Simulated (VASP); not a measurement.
# SiC4 (P-3m1) in VASP: further runs

The runs below take SiC4 through single point, relaxation of cell and atoms, with PBE.

Everything below comes from runs of VASP 6.6.1. Logs are shortened: lines on timing, memory, paths and dates and some standing lists are left out, and cuts for length are marked.

**1. The cell of the first run**

The structure is trigonal, space group P-3m1 (No. 164). Conventional cell: a = 2.470 Å, b = 2.470 Å, c = 24.115 Å, α = 90.00°, β = 90.00°, γ = 120.00°. Within 3.3 Å of Si (site symmetry 3m) lie 6 Si at 2.47 Å. Within 1.9 Å of C (site symmetry 3m) lie 3 C at 1.43 Å. C (site symmetry 3m) has 3 C at 1.43 Å within 1.9 Å. C (site symmetry 3m) has 3 C at 1.43 Å within 1.9 Å. Within 1.9 Å of C (site symmetry 3m) lie 3 C at 1.43 Å.

**2. Single point, PBE**

Input file INCAR:

```
SYSTEM = SiC4
PREC = Accurate
ENCUT = 520
EDIFF = 1E-6
ISMEAR = 0
SIGMA = 0.1
LREAL = .FALSE.
LASPH = .TRUE.
NELM = 100
ALGO = Normal
ISIF = 2
LWAVE = .FALSE.
LCHARG = .FALSE.
GGA = PE
NBANDS = 31
```

Input file KPOINTS:

```
Automatic mesh
0
G
  6 6 1
  0 0 0
```

Input file POSCAR:

```
SiC4
1.0
    2.4702440562      0.0000000027      0.0000000000
   -1.2351220304      2.1392941049      0.0000000000
    0.0000000000      0.0000000000     24.1148820800
Si C
2 8
Direct
    0.6666666667      0.3333333333      0.1721736833
    0.3333333333      0.6666666667      0.8278263167
    0.6666666667      0.3333333333      1.0000102089
    0.6666666667      0.3333333333      0.3454252133
    0.6666666667      0.3333333333      0.4999894275
    0.6666666667      0.3333333333      0.6545363320
    0.3333333333      0.6666666667     -0.0000102089
    0.3333333333      0.6666666667      0.3454636680
    0.3333333333      0.6666666667      0.5000105725
    0.3333333333      0.6666666667      0.6545747867
```

Potentials or basis: VASP PAW PBE potentials, release 64 (Si, C).

On the command line:

```sh
cat potpaw_PBE.64/Si/POTCAR potpaw_PBE.64/C/POTCAR > POTCAR
mpirun -np 1 vasp_std > vasp.out
```

OUTCAR:

```text
SYSTEM = SiC4
   PREC = Accurate
   ENCUT = 520
   EDIFF = 1E-6
   ISMEAR = 0
   LREAL = .FALSE.
   LASPH = .TRUE.
   NELM = 100
   ISIF = 2
   GGA = PE

 ion  position               nearest neighbor table
   1  0.667  0.333  0.172-
   2  0.333  0.667  0.828-
   3  0.667  0.333  0.000-   7 1.43   7 1.43   7 1.43
   4  0.667  0.333  0.345-   8 1.43   8 1.43   8 1.43
   5  0.667  0.333  0.500-   9 1.43   9 1.43   9 1.43
   6  0.667  0.333  0.655-  10 1.43  10 1.43  10 1.43
   7  0.333  0.667  1.000-   3 1.43   3 1.43   3 1.43
   8  0.333  0.667  0.345-   4 1.43   4 1.43   4 1.43
   9  0.333  0.667  0.500-   5 1.43   5 1.43   5 1.43
  10  0.333  0.667  0.655-   6 1.43   6 1.43   6 1.43

  LATTYP: Found a hexagonal cell.
 ALAT       =     2.4702440562
 C/A-ratio  =     9.7621455740

  Lattice vectors:

 A1 = (   2.4702440562,   0.0000000027,   0.0000000000)
 A2 = (  -1.2351220304,   2.1392941049,   0.0000000000)
 A3 = (   0.0000000000,   0.0000000000,  24.1148820800)

Analysis of symmetry for initial positions (statically):
=====================================================================
 Subroutine PRICEL returns:
 Original cell was already a primitive cell.

 Routine SETGRP: Setting up the symmetry group for a
 hexagonal supercell.

 Subroutine GETGRP returns: Found 12 space group operations
 (whereof 12 operations were pure point group operations)
 out of a pool of 24 trial point group operations.

The static configuration has the point symmetry D_3d.

Analysis of symmetry for dynamics (positions and initial velocities):
=====================================================================
 Subroutine PRICEL returns:
 Original cell was already a primitive cell.

 Routine SETGRP: Setting up the symmetry group for a
 hexagonal supercell.

 Subroutine GETGRP returns: Found 12 space group operations
 (whereof 12 operations were pure point group operations)
 out of a pool of 24 trial point group operations.

The dynamic configuration has the point symmetry D_3d.

 Subroutine INISYM returns: Found 12 space group operations
 (whereof 12 operations are pure point group operations),
 and found     1 'primitive' translations

----------------------------------------------------------------------------------------

                                     Primitive cell

  volume of cell :     127.4370

  direct lattice vectors                    reciprocal lattice vectors
     2.470244056  0.000000003  0.000000000     0.404818300  0.233721955  0.000000000
    -1.235122030  2.139294105  0.000000000    -0.000000001  0.467443909  0.000000000
     0.000000000  0.000000000 24.114882080     0.000000000  0.000000000  0.041468169

  length of vectors
     2.470244056  2.470244056 24.114882080     0.467443909  0.467443909  0.041468169

  position of ions in fractional coordinates (direct lattice)
     0.666666667  0.333333333  0.172173683
     0.333333333  0.666666667  0.827826317
     0.666666667  0.333333333  0.000010209
     0.666666667  0.333333333  0.345425213
     0.666666667  0.333333333  0.499989427
     0.666666667  0.333333333  0.654536332
     0.333333333  0.666666667  0.999989791
     0.333333333  0.666666667  0.345463668
     0.333333333  0.666666667  0.500010573
     0.333333333  0.666666667  0.654574787

  ion indices of the primitive-cell ions
   primitive index   ion index
                 1           1
                 2           2
                 3           3
                 4           4
                 5           5
                 6           6
                 7           7
                 8           8
                 9           9
                10          10

----------------------------------------------------------------------------------------

 KPOINTS: Automatic mesh

Automatic generation of k-mesh.
 Grid dimensions read from file:
 generate k-points for:    6    6    1

 Generating k-lattice:

  Cartesian coordinates                     Fractional coordinates (reciprocal lattice)
     0.067469717  0.038953659  0.000000000     0.166666667 -0.000000000  0.000000000
    -0.000000000  0.077907318  0.000000000    -0.000000000  0.166666667  0.000000000
     0.000000000  0.000000000  0.041468169     0.000000000  0.000000000  1.000000000

  Length of vectors
     0.077907318  0.077907318  0.041468169

  Shift w.r.t. Gamma in fractional coordinates (k-lattice)
     0.000000000  0.000000000  0.000000000

 Subroutine IBZKPT returns following result:
 ===========================================

 Found      7 irreducible k-points:

 Following reciprocal coordinates:
            Coordinates               Weight
  0.000000  0.000000  0.000000      1.000000
  0.166667  0.000000  0.000000      6.000000
  0.333333 -0.000000  0.000000      6.000000
  0.500000  0.000000  0.000000      3.000000
  0.166667  0.166667  0.000000      6.000000
  0.333333  0.166667  0.000000     12.000000
  0.333333  0.333333  0.000000      2.000000
[... 54 lines left out ...]
   NGX =  9   NGY =  9   NGZ = 89

 number of electron      39.9999991 magnetization

 Free energy of the ion-electron system (eV)
  ---------------------------------------------------
  ext. energy  EPLUGINS =         0.00000000
  ---------------------------------------------------
  free energy    TOTEN  =       -82.79476516 eV

  energy without entropy =      -82.76959394  energy(sigma->0) =      -82.78217955

 E-fermi :   3.6788     XC(G=0):  -9.1278

 val. band max:        3.6567766970   @ k =   0.3333  -0.0000   0.0000
 cond. band min:       3.6956821120   @ k =   0.3333   0.3333   0.0000
 fundamental gap:      0.0389054150
 Fermi energy:         3.6788380915

 k-point     1 :       0.0000    0.0000    0.0000
  band No.  band energies     occupation
      1     -15.8255      2.00000
      2     -15.8052      2.00000
      3     -15.7879      2.00000
      4     -15.7339      2.00000
      5      -8.4892      2.00000
      6      -8.4870      2.00000
[... 23 lines left out ...]
     30      11.9895      0.00000
     31      12.0617      0.00000

 k-point     2 :       0.1667    0.0000    0.0000
  band No.  band energies     occupation
      1     -15.1712      2.00000
      2     -15.1533      2.00000
      3     -15.1357      2.00000
      4     -15.0834      2.00000
      5      -7.6141      2.00000
      6      -7.6119      2.00000
[... 23 lines left out ...]
     30      12.1501      0.00000
     31      12.2253      0.00000

 k-point     3 :       0.3333   -0.0000    0.0000
  band No.  band energies     occupation
      1     -13.2424      2.00000
      2     -13.2312      2.00000
      3     -13.2124      2.00000
      4     -13.1651      2.00000
      5      -5.9547      2.00000
      6      -5.9432      2.00000
[... 23 lines left out ...]
     30      11.3447      0.00000
     31      11.3863      0.00000

 k-point     4 :       0.5000    0.0000    0.0000
  band No.  band energies     occupation
      1     -10.5962      2.00000
      2     -10.5928      2.00000
      3     -10.5724      2.00000
      4     -10.5297      2.00000
      5      -9.5353      2.00000
      6      -9.5334      2.00000
[... 23 lines left out ...]
     30      10.9949      0.00000
     31      11.0100      0.00000

 k-point     5 :       0.1667    0.1667    0.0000
  band No.  band energies     occupation
      1     -13.8794      2.00000
      2     -13.8661      2.00000
      3     -13.8477      2.00000
      4     -13.7988      2.00000
      5      -5.8816      2.00000
      6      -5.8795      2.00000
[... 23 lines left out ...]
     30      10.7407      0.00000
     31      10.7444      0.00000

 k-point     6 :       0.3333    0.1667    0.0000
  band No.  band energies     occupation
      1     -11.3982      2.00000
      2     -11.3932      2.00000
      3     -11.3734      2.00000
      4     -11.3302      2.00000
      5      -7.7207      2.00000
      6      -7.7136      2.00000
[... 23 lines left out ...]
     30      11.4115      0.00000
     31      12.9039      0.00000

 k-point     7 :       0.3333    0.3333    0.0000
  band No.  band energies     occupation
      1      -8.9162      2.00000
      2      -8.9162      2.00000
      3      -8.9129      2.00000
      4      -8.9129      2.00000
      5      -8.8947      2.00000
      6      -8.8947      2.00000
[... 23 lines left out ...]
     30      11.4702      0.00000
     31      11.5433      0.00000

------------------------ aborting loop because EDIFF is reached ----------------------------------------

  FORCE on cell =-STRESS in cart. coord.  units (eV):
  Direction    XX          YY          ZZ          XY          YZ          ZX
  --------------------------------------------------------------------------------------
  -------------------------------------------------------------------------------------
  Total        0.4198622      0.4198622      0.1920707      0.0000000      0.0000000      0.0000000
  in kB        5.2786373      5.2786373      2.4147725      0.0000000      0.0000000      0.0000000
  external PRESSURE =       4.3240157 kB  Pullay stress =       0.0000000 kB

 VOLUME and BASIS-vectors are now :
 -----------------------------------------------------------------------------
  energy-cutoff  :      520.00
  volume of cell :      127.44
      direct lattice vectors                 reciprocal lattice vectors
     2.470244056  0.000000003  0.000000000     0.404818300  0.233721955  0.000000000
    -1.235122030  2.139294105  0.000000000    -0.000000001  0.467443909  0.000000000
     0.000000000  0.000000000 24.114882080     0.000000000  0.000000000  0.041468169

 POSITION                                       TOTAL-FORCE (eV/Angst)
 -----------------------------------------------------------------------------------
      1.23512      0.71310      4.15195         0.000000      0.000000     -0.001815
     -0.00000      1.42620     19.96293         0.000000      0.000000      0.001815
      1.23512      0.71310      0.00025        -0.000000      0.000000     -0.001681
      1.23512      0.71310      8.32989        -0.000000      0.000000      0.012552
      1.23512      0.71310     12.05719        -0.000000      0.000000      0.009068
      1.23512      0.71310     15.78407         0.000000     -0.000000      0.012344
     -0.00000      1.42620     24.11464        -0.000000     -0.000000      0.001681
     -0.00000      1.42620      8.33082        -0.000000      0.000000     -0.012344
     -0.00000      1.42620     12.05770         0.000000      0.000000     -0.009068
     -0.00000      1.42620     15.78499         0.000000      0.000000     -0.012552
 -----------------------------------------------------------------------------------
    total drift:                                0.000000     -0.000000      0.000000

  FREE ENERGIE OF THE ION-ELECTRON SYSTEM (eV)
  ---------------------------------------------------
  free  energy   TOTEN  =       -82.7947651596 eV

  energy  without entropy=      -82.7695939407  energy(sigma->0) =      -82.78217955
```

Run time: 22 s. Hardware: 1 thread of Intel Xeon 6975P-C (Granite Rapids), shared host; peak memory 0.23 GiB.

Results:

| Quantity | Value |
| --- | --- |
| Free energy | -82.7948 eV |
| Pressure | 0.4 GPa |
| Largest force | 0.013 eV/Å |
| Band gap on the k mesh | 0.04 eV (least direct gap 0.24 eV) |

Forces in eV/Å, atoms in the order of the input:
```
Si   0.000  0.000 -0.002
Si   0.000  0.000  0.002
C    0.000  0.000 -0.002
C    0.000  0.000  0.013
C    0.000  0.000  0.009
C    0.000  0.000  0.012
C    0.000  0.000  0.002
C    0.000  0.000 -0.012
C    0.000  0.000 -0.009
C    0.000  0.000 -0.013
```

Caveat: the k points lie up to 0.49 Å⁻¹ apart. A k mesh can miss the band edges.

**3. Single point, PBE**

This run uses another cell than the first one, of 13.29 Å³/atom.

Input file INCAR:

```
PREC = Accurate
ENCUT = 520
EDIFF = 1E-7
ISMEAR = 0
SIGMA = 0.1
LREAL = False
LASPH = True
NELM = 60
ALGO = Normal
ISIF = 2
LWAVE = False
LCHARG = False
GGA = PE
NBANDS = 31
```

Input file KPOINTS:

```
regular mesh
0
Gamma
  6 6 1
```

Input file POSCAR:

```
SiC4
1.0
    2.6648805700      0.0000000000      0.0000000000
   -1.3324402900      2.3078542700      0.0000000000
    0.0000000000      0.0000000000     21.6100261100
Si C
2 8
Direct
    0.6666666700      0.3333333300      0.1500000000
    0.3333333300      0.6666666700      0.8500000000
    0.6666666700      0.3333333300      0.9500000000
    0.6666666700      0.3333333300      0.3500000000
    0.6666666700      0.3333333300      0.5500000000
    0.6666666700      0.3333333300      0.7500000000
    0.3333333300      0.6666666700      0.0500000000
    0.3333333300      0.6666666700      0.2500000000
    0.3333333300      0.6666666700      0.4500000000
    0.3333333300      0.6666666700      0.6500000000
```

Potentials or basis: VASP PAW PBE potentials, release 64 (Si, C).

On the command line:

```sh
cat potpaw_PBE.64/Si/POTCAR potpaw_PBE.64/C/POTCAR > POTCAR
mpirun -np 1 vasp_std > vasp.out
```

Run time: 24 s. Hardware: 1 thread of Intel Xeon 6975P-C (Granite Rapids), shared host; peak memory 0.24 GiB.

Results (log left out):

| Quantity | Value |
| --- | --- |
| Free energy | -41.2248 eV |
| Pressure | -24.2 GPa |
| Largest force | 0.281 eV/Å |
| Band gap on the k mesh | zero (bands 20 and 21 overlap by 5.26 eV) |

Forces in eV/Å, atoms in the order of the input:
```
Si   0.000  0.000  0.043
Si   0.000  0.000 -0.043
C    0.000  0.000  0.281
C    0.000  0.000 -0.139
C    0.000  0.000 -0.016
C    0.000  0.000 -0.123
C    0.000  0.000 -0.281
C    0.000  0.000  0.123
C    0.000  0.000  0.016
C    0.000  0.000  0.139
```

Stress tensor (GPa, compression positive):
```
-23.41   0.00   0.00
  0.00 -23.41   0.00
  0.00   0.00 -25.89
```

Levels at points of the mesh, in eV from the Fermi level:
```tsv
k point	band 16	band 17	band 18	band 19	band 20	band 21	band 22	band 23	band 24	band 25
(0.00, 0.00, 0.00)	1.87	2.28	3.38	3.38	3.51	3.51	3.57	3.57	3.68	3.68
(0.50, 0.00, 0.00)	-3.34	-2.63	-2.19	-1.81	-1.32	-0.64	0.43	0.63	1.53	1.55
```

Caveat: the k points lie up to 0.45 Å⁻¹ apart, too coarse for converged energies and pressures of a metal.

**4. Relaxation of cell and atoms, PBE**

This run uses another cell than the first one, of 13.29 Å³/atom.

Input file INCAR:

```
SYSTEM = SiC4
PREC = Accurate
ENCUT = 600
EDIFF = 1E-7
ISMEAR = 0
SIGMA = 0.1
LREAL = .False.
LASPH = .True.
NELM = 100
ALGO = Normal
ISIF = 3
LWAVE = .False.
LCHARG = .False.
GGA = PE
IBRION = 2
NSW = 90
EDIFFG = -0.04
```

Input file KPOINTS:

```
regular mesh
0
Gamma
  6 6 1
  0 0 0
```

POSCAR is that of step 3.

On the command line:

```sh
cat potpaw_PBE.64/Si/POTCAR potpaw_PBE.64/C/POTCAR > POTCAR
mpirun -np 1 vasp_std > vasp.out
```

Wall time 21 min (1 thread of Intel Xeon 6975P-C (Granite Rapids), shared host); peak memory 0.34 GiB.

The run converged. Its results:

| Item | Value |
| --- | --- |
| Free energy | -82.8113 eV |
| Relaxed volume | 13.25 Å³/atom |
| Relaxed cell | a = 2.471 Å, b = 2.471 Å, c = 25.053 Å, α = 90.00°, β = 90.00°, γ = 120.00° |
| Space group after relaxing (to 0.1 Å) | P-3m1 (No. 164) |
| Pressure after relaxing | 0.0 GPa |
| Largest force after relaxing | 0.035 eV/Å |
| Band gap on the k mesh | 0.01 eV (least direct gap 0.06 eV) |

Forces on the atoms (eV/Å):
```
Si   0.000  0.000  0.015
Si   0.000  0.000 -0.015
C    0.000  0.000 -0.035
C    0.000  0.000  0.010
C    0.000  0.000  0.005
C    0.000  0.000 -0.008
C    0.000  0.000  0.035
C    0.000  0.000  0.008
C    0.000  0.000 -0.005
C    0.000  0.000 -0.010
```

Stress tensor (GPa, compression positive):
```
-0.11  0.00  0.00
 0.00 -0.11  0.00
 0.00  0.00  0.07
```

Final structure:
```
Si C
1.0
     2.47114    0.00000    0.00000
    -1.23557    2.14007    0.00000
     0.00000    0.00000   25.05299
Si C
2 8
Direct
  0.66667 0.33333 0.15494
  0.33333 0.66667 0.84506
  0.66667 0.33333 0.00006
  0.66667 0.33333 0.32056
  0.66667 0.33333 0.49999
  0.66667 0.33333 0.67943
  0.33333 0.66667 0.99994
  0.33333 0.66667 0.32057
  0.33333 0.66667 0.50001
  0.33333 0.66667 0.67944
```

Levels at points of the mesh, in eV from the valence-band top:
| k point | band 16 | band 17 | band 18 | band 19 | band 20 | band 21 | band 22 | band 23 | band 24 | band 25 |
| --- | --- | --- | --- | --- | --- | --- | --- | --- | --- | --- |
| (0.00, 0.00, 0.00) | -3.05 | -3.05 | -3.05 | -3.04 | -3.04 | 2.96 | 3.62 | 3.73 | 5.08 | 8.26 |
| (0.50, 0.00, 0.00) | -3.99 | -2.40 | -2.33 | -2.33 | -2.26 | 1.56 | 1.63 | 1.68 | 1.80 | 3.29 |

Caveat: the k points lie up to 0.49 Å⁻¹ apart in the final cell; the highest band is partly filled, so the run has too few bands; a cell axis changed by over 15 % at a fixed basis, so the end point is rough; this functional lacks dispersion, which binds layers or chains, so the pressure and a relaxed spacing across them are unreliable. A k mesh can miss the band edges.

**5. The runs side by side**

```tsv
task	cell	cutoff (eV)	gap on the mesh (eV)	pressure (GPa)	largest force (eV/Å)
single point	a = 2.470, b = 2.470, c = 24.115 Å, angles 90.0, 90.0, 120.0°, 10 atoms, atomic positions A	520	0.04	0.4	0.01
single point	a = 2.665, b = 2.665, c = 21.610 Å, angles 90.0, 90.0, 120.0°, 10 atoms, atomic positions B	520	none	-24.2	0.28
relaxation of cell and atoms	relaxed from a = 2.665, b = 2.665, c = 21.610 Å, angles 90.0, 90.0, 120.0°, 10 atoms, atomic positions B	600	0.01	0.0	0.03
```

Alike in all rows: level PBE; potentials or basis VASP PAW PBE potentials, release 64 (Si, C); no spin polarisation; k mesh 6 × 6 × 1; smearing gaussian 0.1 eV.

Caveats: all runs use coarse meshes; the highest band is partly filled, so the run has too few bands (at least some runs); a cell axis changed by over 15 % at a fixed basis, so the end point is rough (at least some runs); this functional lacks dispersion, which binds layers or chains, so the pressure and a relaxed spacing across them are unreliable (at least some runs).

Absolute energies hang on the potentials; compare differences alone.

The gap in the log of VASP goes by the Fermi energy; the results here count the filled bands.